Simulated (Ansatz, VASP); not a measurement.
Two plane-wave programs on CuH2

The input INCAR:

```
SYSTEM = CuH2
PREC     = Accurate       ! precision mode
ENCUT    = 600            ! plane-wave cutoff, eV
EDIFF    = 1E-6           ! SCF threshold, eV
ISMEAR   = 0              ! smearing method
SIGMA    = 0.1            ! smearing width, eV
LREAL    = .False.        ! projectors in reciprocal space
LASPH    = .True.         ! aspherical terms in the spheres
NELM     = 100            ! most SCF steps
ALGO     = Normal         ! electronic algorithm
ISIF     = 3              ! what is computed and relaxed
LWAVE    = .False.        ! write WAVECAR
LCHARG   = .False.        ! write CHGCAR
GGA      = PE             ! functional
IBRION   = 2              ! ionic algorithm
NSW      = 100            ! ionic steps
EDIFFG   = -0.01          ! ionic threshold
```

Contents of KPOINTS:

```
Automatic mesh
0
Gamma
  8 8 16
  0 0 0
```

File POSCAR:

```
CuH2
1.0
    4.8628382808      0.0000000000      0.0000000000
    0.0000000000      5.2282333722      0.0000000000
    0.0000000000      0.0000000000      2.3854580776
Cu H
2 4
Direct
    0.0000000000      0.0000000000      0.0000000000
    0.5000000000      0.5000000000      0.5000000000
    0.6712144174      0.6396384549      0.0000000000
    0.8287855826      0.1396384549      0.5000000000
    0.1712144174      0.8603615451      0.5000000000
    0.3287855826      0.3603615451      0.0000000000
```

Input for Ansatz:

```yaml
crystal:
  lattice:
    - [4.8628382808, 0.0, 0.0]
    - [0.0, 5.2282333722, 0.0]
    - [0.0, 0.0, 2.3854580776]
  atoms:
    - { symbol: Cu, position: [0.0, 0.0, 0.0] }
    - { symbol: Cu, position: [0.5, 0.5, 0.5] }
    - { symbol: H, position: [0.6712144174, 0.6396384549, 0.0] }
    - { symbol: H, position: [0.8287855826, 0.1396384549, 0.5] }
    - { symbol: H, position: [0.1712144174, 0.8603615451, 0.5] }
    - { symbol: H, position: [0.3287855826, 0.3603615451, 0.0] }
basis:
  ecutwfc: 420
kpoints:
  mp_grid: { grid: [8, 8, 16] }
hamiltonian:
  xc: pbe
scf:
  occupations: { method: gaussian, width: 0.1 }
output:
  forces: true
  stress: true
  eigenvalues: true
relax:
  adjacent_minimum: "off"
  f_tol: 0.01
  max_steps: 80
  cell: { stress_tol: 0.05 }
```

Change from the starting cell: ordered vacancies on the cation sites of nickel arsenide (Pnnm, No. 58).

Alike in both runs: task relaxation of cell and atoms; functional PBE; k mesh 8 × 8 × 16; occupations gaussian, width 0.1 eV; no spin polarisation.

|  | VASP | Ansatz |
| --- | --- | --- |
| version | VASP 6.6.1 | Ansatz 0.2.0 |
| potentials or method | VASP PAW PBE potentials, release 64 (Cu, H), cutoff 600 eV | scalar-relativistic, plane waves, PAW |
| valence electrons in the cell | 26 | 42 |

|  | VASP | Ansatz | Ansatz less VASP |
| --- | --- | --- | --- |
| gap on the k mesh at the Fermi level, each at its own relaxed structure (eV) | none | none | - |
| relaxed volume (Å³/atom) | 9.03 | 9.14 | +0.110 |
| relaxed length of the cell vector where the two differ most in proportion (Å) | 4.653 | 4.784 | +0.1310 |

A gap of «none» marks a metal or a gap that the smearing closes. VASP's potentials hold 26 valence electrons a cell and Ansatz's 42, so a difference there can come from the potentials and not from the codes.
